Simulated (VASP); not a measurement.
Wanted: the native input for a VASP 6.6.1 run.

```yaml
Task: single point
Functional: PBE
Potentials_or_basis: VASP PAW PBE potentials, release 64 (B, N)
Cutoff: 520 eV
k_mesh: 12 × 12 × 6
Occupations: gaussian, width 0.05 eV
Spin: no spin polarisation
Dipole_correction: no
Further_INCAR_settings: ALGO = Normal; EDIFF = 1e-06; NBANDS = 16
```

The structure of BN lies in POSCAR:

```
BN
1.0
    2.5545800962      0.0000000000      0.0670577275
   -1.2772900481      2.2123312593     -0.0335288638
    0.1108935066      0.0000000000      4.2245145363
B N
2 2
Direct
    0.6666666667      0.3333333333      0.9998058548
    0.3333333333      0.6666666667      0.4998058548
    0.6666666667      0.3333333333      0.6251941452
    0.3333333333      0.6666666667      0.1251941452
```

This cell differs from its parent crystal: strain +0.0525 x Voigt [0, 0, 0, 0, 1, 0].

These files were run (other wordings do the same):

INCAR

```
SYSTEM = BN
ALGO     = Normal         ! electronic algorithm
EDIFF    = 1E-6           ! SCF threshold, eV
ENCUT    = 520            ! plane-wave cutoff, eV
GGA      = PE             ! functional
ISIF     = 2              ! what is computed and relaxed
ISMEAR   = 0              ! smearing method
LASPH    = .TRUE.         ! aspherical terms in the spheres
LCHARG   = .FALSE.        ! write CHGCAR
LREAL    = .FALSE.        ! projectors in reciprocal space
LWAVE    = .FALSE.        ! write WAVECAR
NBANDS   = 16             ! bands
NELM     = 60             ! most SCF steps
PREC     = Accurate       ! precision mode
SIGMA    = 0.05           ! smearing width, eV
```

KPOINTS

```
k-points
0
G
  12 12 6
  0 0 0
```

Potentials or basis: VASP PAW PBE potentials, release 64 (B, N).

Command:

```bash
$ cat potpaw_PBE.64/B/POTCAR potpaw_PBE.64/N/POTCAR > POTCAR
$ mpirun -np 1 vasp_std > vasp.out
```

It gave:

```yaml
Pressure: 0.7 GPa
Largest_force: 0.140 eV/Å
Band_gap_on_the_k_mesh: 5.12 eV, indirect (least direct gap 8.06 eV)
```

Caveat: the cell differs from its parent crystal (strain +0.0525 x Voigt [0, 0, 0, 0, 1, 0]).

Run time: 49 s on 1 thread of Intel(R) Xeon(R) Platinum 8375C CPU @ 2.90GHz (Ice Lake), on a shared host, peak memory 0.19 GiB.
